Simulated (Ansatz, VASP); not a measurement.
# Ti3SnO8 in VASP and in Ansatz

```
Ti Sn O
1.0
     3.31667   -3.31682    0.00000
     3.31667    3.31682    0.00000
     0.00000    0.00000    6.07399
Ti Sn O
3 1 8
Cartesian
  0.0000 0.0000 3.0370
  3.3167 0.0000 1.5526
  3.3167 0.0000 4.5214
  0.0000 0.0000 0.0000
  4.5559 0.0000 0.0000
  4.6012 0.0000 3.0370
  3.3167 -1.9917 1.5988
  3.3167 -1.9917 4.4752
  2.0775 0.0000 0.0000
  2.0321 0.0000 3.0370
  3.3167 1.9917 1.5988
  3.3167 1.9917 4.4752
```

Alike in both runs: functional PBE; k mesh 6 × 6 × 6; occupations gaussian, width 0.02 eV; no spin polarisation.

Ansatz relaxed the structure, and its values are those at the end. VASP's run is a single point on that final structure, the one shown.

```csv
,VASP,Ansatz
version,VASP 6.6.1,Ansatz 0.2.0
potentials or method,"VASP PAW PBE potentials, release 64 (Ti_sv, Sn_d, O), cutoff 600 eV","scalar-relativistic, plane waves, PAW"
valence electrons in the cell,98,98
```

|  | VASP | Ansatz | Ansatz less VASP |
| --- | --- | --- | --- |
| gap on the k mesh at the Fermi level (eV) | 1.67 | 1.69 | +0.021 |
| least direct gap on the mesh (eV) | 1.67 | 1.69 | +0.021 |
| pressure (GPa) | 0.4 | 0.0 | -0.42 |
| rms of the force components (eV/Å) | 0.011 | 0.002 | -0.0088 |
